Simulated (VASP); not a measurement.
The system is Si4Ni3Pt.

```xyz
8
Lattice="4.5759 0.0000 0.0000 0.0000 4.5759 0.0000 0.0000 0.0000 4.8189" Properties=species:S:1:pos:R:3 pbc="T T T"
Si    0.0000    2.2879    4.0896
Si    2.2879    0.0000    4.0896
Si    0.0000    0.0000    0.7418
Si    2.2879    2.2879    0.7979
Ni    0.0000    2.2879    1.6005
Ni    2.2879    0.0000    1.6005
Ni    0.0000    0.0000    3.1793
Pt    2.2879    2.2879    3.1764
```

Base run:

* Program: VASP 6.6.1
* Functional: PBE
* Potentials or basis: VASP PAW PBE potentials, release 64 (Si, Ni, Pt)
* Cutoff: 520 eV
* k mesh: 8 × 8 × 8
* Occupations: gaussian, width 0.1 eV
* Spin: no spin polarisation

Its results: band gap on the k mesh zero (bands 28 and 29 overlap by 0.83 eV); pressure 0.0 GPa; largest force 0.013 eV/Å.

Q: The run is repeated on the same cell with these changes: functional from PBE to r2SCAN. What comes out?

A: Band gap on the k mesh zero (bands 28 and 29 overlap by 0.81 eV); pressure -4.9 GPa; largest force 0.078 eV/Å.

Caveats: spin-orbit coupling is left out, which moves the levels of the heavy elements; the cell stands under tension (at least some runs); the PAW data sets were made with another functional, which shifts forces and pressure a little (at least some runs).
